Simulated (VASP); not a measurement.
# Bi in VASP: further runs

Runs on Bi. Level: PBE. Tasks: single point, relaxation of cell and atoms.

All numbers are computed with VASP 6.6.1; they aren't measurements. Logs are shortened: lines on timing, memory, paths and dates and some standing lists are left out, and cuts for length are marked.

## Step 1: The cell of the first run

Symmetry: P4/mmm, No. 123, tetragonal system. Conventional cell: a = 3.285 Å, b = 3.285 Å, c = 3.270 Å, α = 90.00°, β = 90.00°, γ = 90.00°. Bi (site symmetry 4/mmm) has 6 Bi at 3.27 to 3.29 Å within 4.3 Å.

## Step 2: Single point, PBE

INCAR

```
ALGO = Normal ; EDIFF = 1E-6
ENCUT = 520 ; GGA = PE
ISIF = 2 ; ISMEAR = 0
LASPH = T ; LCHARG = F
LREAL = F ; LWAVE = F
NBANDS = 14 ; NELM = 80
PREC = Accurate ; SIGMA = 0.1
```

KPOINTS

```
k-points
0
Gamma
  6 6 6
```

POSCAR

```
Bi
1.0
    3.2850923861      0.0000000000      0.0000000000
    0.0000000000      3.2850923861      0.0000000000
    0.0000000000      0.0000000000      3.2699304354
Bi
1
Direct
    0.0000000000      0.0000000000      0.5000000000
```

Potentials or basis: VASP PAW PBE potentials, release 64 (Bi_d).

Command:

```
$ cat potpaw_PBE.64/Bi_d/POTCAR > POTCAR
$ mpirun -np 1 vasp_std > vasp.out
```

OUTCAR:

```text
EDIFF = 1E-6
   ENCUT = 520
   GGA = PE
   ISIF = 2
   ISMEAR = 0
   LASPH = T
   LREAL = F
   NELM = 80
   PREC = Accurate

 ion  position               nearest neighbor table
   1  0.000  0.000  0.500-

  LATTYP: Found a simple tetragonal cell.
 ALAT       =     3.2850923861
 C/A-ratio  =     0.9953846197

  Lattice vectors:

 A1 = (   3.2850923861,   0.0000000000,   0.0000000000)
 A2 = (   0.0000000000,   3.2850923861,   0.0000000000)
 A3 = (   0.0000000000,   0.0000000000,   3.2699304354)

Analysis of symmetry for initial positions (statically):
=====================================================================
 Subroutine PRICEL returns:
 Original cell was already a primitive cell.

 Routine SETGRP: Setting up the symmetry group for a
 simple tetragonal supercell.

 Subroutine GETGRP returns: Found 16 space group operations
 (whereof 16 operations were pure point group operations)
 out of a pool of 16 trial point group operations.

The static configuration has the point symmetry D_4h.

Analysis of symmetry for dynamics (positions and initial velocities):
=====================================================================
 Subroutine PRICEL returns:
 Original cell was already a primitive cell.

 Routine SETGRP: Setting up the symmetry group for a
 simple tetragonal supercell.

 Subroutine GETGRP returns: Found 16 space group operations
 (whereof 16 operations were pure point group operations)
 out of a pool of 16 trial point group operations.

The dynamic configuration has the point symmetry D_4h.

 Subroutine INISYM returns: Found 16 space group operations
 (whereof 16 operations are pure point group operations),
 and found     1 'primitive' translations

----------------------------------------------------------------------------------------

                                     Primitive cell

  volume of cell :      35.2885

  direct lattice vectors                    reciprocal lattice vectors
     3.285092386  0.000000000  0.000000000     0.304405442  0.000000000  0.000000000
     0.000000000  3.285092386  0.000000000     0.000000000  0.304405442  0.000000000
     0.000000000  0.000000000  3.269930435     0.000000000  0.000000000  0.305816903

  length of vectors
     3.285092386  3.285092386  3.269930435     0.304405442  0.304405442  0.305816903

  position of ions in fractional coordinates (direct lattice)
     0.000000000  0.000000000  0.500000000

  ion indices of the primitive-cell ions
   primitive index   ion index
                 1           1

----------------------------------------------------------------------------------------

 KPOINTS: k-points

Automatic generation of k-mesh.
 Grid dimensions read from file:
 generate k-points for:    6    6    6

 Generating k-lattice:

  Cartesian coordinates                     Fractional coordinates (reciprocal lattice)
     0.050734240  0.000000000  0.000000000     0.166666667  0.000000000  0.000000000
     0.000000000  0.050734240  0.000000000     0.000000000  0.166666667  0.000000000
     0.000000000  0.000000000  0.050969484     0.000000000  0.000000000  0.166666667

  Length of vectors
     0.050734240  0.050734240  0.050969484

  Shift w.r.t. Gamma in fractional coordinates (k-lattice)
     0.000000000  0.000000000  0.000000000

 Subroutine IBZKPT returns following result:
 ===========================================

 Found     40 irreducible k-points:

 Following reciprocal coordinates:
            Coordinates               Weight
  0.000000  0.000000  0.000000      1.000000
  0.166667  0.000000  0.000000      4.000000
  0.333333  0.000000  0.000000      4.000000
  0.500000  0.000000  0.000000      2.000000
  0.166667  0.166667  0.000000      4.000000
  0.333333  0.166667  0.000000      8.000000
[... 16 lines left out ...]
  0.333333  0.000000  0.333333      8.000000
  0.500000  0.000000  0.333333      4.000000
 [... further k-points ...]
   k-points           NKPTS =     40   k-points in BZ     NKDIM =     40   number of bands    NBANDS=     14
   number of dos      NEDOS =    301   number of ions     NIONS =      1
   total plane-waves  NPLWV =  13824
   dimension x,y,z NGX =    24 NGY =   24 NGZ =   24
   dimension x,y,z NGXF=    48 NGYF=   48 NGZF=   48
   ions per type =               1
   NGX,Y,Z   is equivalent  to a cutoff of  12.15, 12.15, 12.20 a.u.
   NGXF,Y,Z  is equivalent  to a cutoff of  24.29, 24.29, 24.40 a.u.
 SYSTEM =  unknown system
   PREC   = accura    normal or accurate (medium, high low for compatibility)
   ISTART =      0    job   : 0-new  1-cont  2-samecut
   ICHARG =      2    charge: 1-file 2-atom 10-const
   ISPIN  =      1    spin polarized calculation?
   LNONCOLLINEAR =      F non collinear calculations
   LSORBIT =      F    spin-orbit coupling
   LASPH  =      T    aspherical Exc in radial PAW
   ENCUT  =  520.0 eV  38.22 Ry    6.18 a.u.   6.11  6.11  6.08*2*pi/ulx,y,z
   NELM   =     80;   NELMIN=  2; NELMDL= -5     # of ELM steps
   EDIFF  = 0.1E-05   stopping-criterion for ELM
   LREAL  =      F    real-space projection
   EDIFFG = 0.1E-04   stopping-criterion for IOM
   NSW    =      0    number of steps for IOM
   IBRION =     -1    ionic relax: 0-MD 1-quasi-New 2-CG
   NFREE  =      0    steps in history (QN), initial steepest desc. (CG)
   ISIF   =      2    stress and relaxation
   ISYM   =      2    0-nonsym 1-usesym 2-fastsym
   POTIM  = 0.5000    time-step for ionic-motion
   TEBEG  =    0.0;   TEEND  =   0.0 temperature during run
   PSTRESS=    0.0 pullay stress
   NELECT =      15.0000    total number of electrons
   NUPDOWN=      -1.0000    fix difference up-down
   EMIN   =  10.00;   EMAX   =-10.00  energy-range for DOS
   EFERMI =   0.00;   METHOD = LEGACY
   ISMEAR =     0;   SIGMA  =   0.10  broadening in eV -4-tet -1-fermi 0-gaus
   EFERMI_NEDOS =   21; number of points for ismear=-14 and -15
   IALGO  =     38    algorithm
   IMIX   =      4    mixing-type and parameters
     AMIX     =   0.40;   BMIX     =  1.00
     AMIX_MAG =   1.60;   BMIX_MAG =  1.00
  volume/ion in A,a.u.               =      35.29       238.14
  Fermi-wavevector in a.u.,A,eV,Ry     =   1.230913  2.326088 20.614824  1.515147
  Thomas-Fermi vector in A             =   2.365743
   LORBIT       =      0    0 simple, 1 ext, 2 COOP (PROOUT), +10 PAW based schemes
   GGA     = PE    functional components
   LHFCALC =     F    Hartree Fock is set to
   AEXX    =    0.0000 exact exchange contribution
   IVDW    =     0    specifies the selected vdW correction
   LEPSILON=     F    determine dielectric tensor
   LRPA    =     F    only Hartree local field effects (RPA)
 non-spin polarized calculation
 Gauss-broadening in eV      SIGMA  =   0.10
  energy-cutoff  :      520.00
  volume of cell :       35.29
 maximum number of plane-waves:       968
   NGX = 13   NGY = 13   NGZ = 13

 number of electron      14.9999991 magnetization

 Free energy of the ion-electron system (eV)
  ---------------------------------------------------
  ext. energy  EPLUGINS =         0.00000000
  ---------------------------------------------------
  free energy    TOTEN  =        -3.90498256 eV

  energy without entropy =       -3.90343320  energy(sigma->0) =       -3.90420788

 E-fermi :   6.4804     XC(G=0):  -9.5437

 val. band max:        6.4306688258   @ k =   0.0000   0.0000   0.1667
 cond. band min:       6.5876447186   @ k =   0.1667   0.1667   0.0000
 fundamental gap:      0.1569758927
 Fermi energy:         6.4803991697

 k-point     1 :       0.0000    0.0000    0.0000
  band No.  band energies     occupation
      1     -16.6039      2.00000
      2     -16.5975      2.00000
      3     -16.3091      2.00000
      4     -16.3075      2.00000
      5     -16.3075      2.00000
      6      -6.6406      2.00000
      7       9.3403      0.00000
      8       9.3403      0.00000
      9       9.4579      0.00000
     10      12.4861      0.00000
     11      14.0043      0.00000
     12      14.0784      0.00000
     13      23.0842      0.00000
     14      23.1522      0.00000

 k-point     2 :       0.1667    0.0000    0.0000
  band No.  band energies     occupation
      1     -16.5994      2.00000
      2     -16.5376      2.00000
      3     -16.3280      2.00000
      4     -16.3263      2.00000
      5     -16.3060      2.00000
      6      -6.3153      2.00000
      7       6.3581      1.91634
      8       9.6984      0.00000
      9       9.8168      0.00000
     10      13.3004      0.00000
     11      14.3338      0.00000
     12      17.1494      0.00000
     13      21.1685      0.00000
     14      21.9089      0.00000

 k-point     3 :       0.3333    0.0000    0.0000
  band No.  band energies     occupation
      1     -16.5933      2.00000
      2     -16.4150      2.00000
      3     -16.3654      2.00000
      4     -16.3636      2.00000
      5     -16.3030      2.00000
      6      -5.4697      2.00000
      7       2.9990      2.00000
      8      10.5620      0.00000
      9      10.6823      0.00000
     10      14.3038      0.00000
     11      15.1629      0.00000
     12      18.4944      0.00000
     13      18.6323      0.00000
     14      19.4036      0.00000
[... 324 lines left out ...]
 k-point    23 :       0.3333    0.0000    0.3333
  band No.  band energies     occupation
      1     -16.4971      2.00000
      2     -16.4348      2.00000
      3     -16.3612      2.00000
      4     -16.3594      2.00000
      5     -16.3008      2.00000
      6      -4.2850      2.00000
      7       4.2140      2.00000
      8       4.2621      2.00000
      9      11.7123      0.00000
     10      11.8479      0.00000
     11      15.8983      0.00000
     12      18.9979      0.00000
     13      20.1367      0.00000
     14      20.6404      0.00000

 k-point    24 :       0.5000    0.0000    0.3333
  band No.  band energies     occupation
      1     -16.4839      2.00000
      2     -16.4574      2.00000
      3     -16.3778      2.00000
      4     -16.3592      2.00000
      5     -16.2463      2.00000
      6      -3.6818      2.00000
      7       2.7243      2.00000
      8       4.8452      2.00000
      9      10.4004      0.00000
     10      12.4183      0.00000
     11      17.1854      0.00000
     12      17.5419      0.00000
     13      19.3658      0.00000
     14      20.8127      0.00000

 [... further k-points ...]

------------------------ aborting loop because EDIFF is reached ----------------------------------------

  FORCE on cell =-STRESS in cart. coord.  units (eV):
  Direction    XX          YY          ZZ          XY          YZ          ZX
  --------------------------------------------------------------------------------------
  -------------------------------------------------------------------------------------
  Total       -0.0410354     -0.0410354      0.0539077      0.0000000      0.0000000      0.0000000
  in kB       -1.8630979     -1.8630979      2.4475271      0.0000000      0.0000000      0.0000000
  external PRESSURE =      -0.4262229 kB  Pullay stress =       0.0000000 kB

 VOLUME and BASIS-vectors are now :
 -----------------------------------------------------------------------------
  energy-cutoff  :      520.00
  volume of cell :       35.29
      direct lattice vectors                 reciprocal lattice vectors
     3.285092386  0.000000000  0.000000000     0.304405442  0.000000000  0.000000000
     0.000000000  3.285092386  0.000000000     0.000000000  0.304405442  0.000000000
     0.000000000  0.000000000  3.269930435     0.000000000  0.000000000  0.305816903

 POSITION                                       TOTAL-FORCE (eV/Angst)
 -----------------------------------------------------------------------------------
      0.00000      0.00000      1.63497         0.000000      0.000000      0.000000
 -----------------------------------------------------------------------------------
    total drift:                                0.000000     -0.000000      0.000000

  FREE ENERGIE OF THE ION-ELECTRON SYSTEM (eV)
  ---------------------------------------------------
  free  energy   TOTEN  =        -3.9049825595 eV

  energy  without entropy=       -3.9034332042  energy(sigma->0) =       -3.90420788
```

It took 6.5 s on 1 thread of Intel Xeon Platinum 8559C (Emerald Rapids), shared host; peak memory 0.14 GiB.

What came out:

- Free energy: -3.9050 eV
- Pressure: 0.0 GPa

Levels at points of the mesh, in eV from the Fermi level:
| k point | band 4 | band 5 | band 6 | band 7 | band 8 | band 9 | band 10 | band 11 |
| --- | --- | --- | --- | --- | --- | --- | --- | --- |
| (0.00, 0.00, 0.00) | -22.79 | -22.79 | -13.12 | 2.86 | 2.86 | 2.98 | 6.01 | 7.52 |
| (0.50, 0.00, 0.00) | -22.83 | -22.78 | -11.34 | -4.98 | 4.64 | 4.76 | 9.49 | 9.53 |
| (0.50, 0.50, 0.00) | -22.85 | -22.68 | -9.58 | -3.19 | -3.19 | 2.61 | 6.60 | 11.75 |
| (0.00, 0.00, 0.50) | -22.83 | -22.78 | -11.29 | -4.99 | 4.68 | 4.68 | 9.43 | 9.52 |
| (0.50, 0.00, 0.50) | -22.86 | -22.67 | -9.53 | -3.21 | -3.15 | 2.62 | 6.52 | 11.66 |
| (0.50, 0.50, 0.50) | -22.67 | -22.67 | -7.75 | -1.54 | -1.47 | -1.47 | 5.19 | 5.19 |

Caveat: spin-orbit coupling is left out, which moves the levels of the heavy elements.

(Continued in part 2 of 2.)
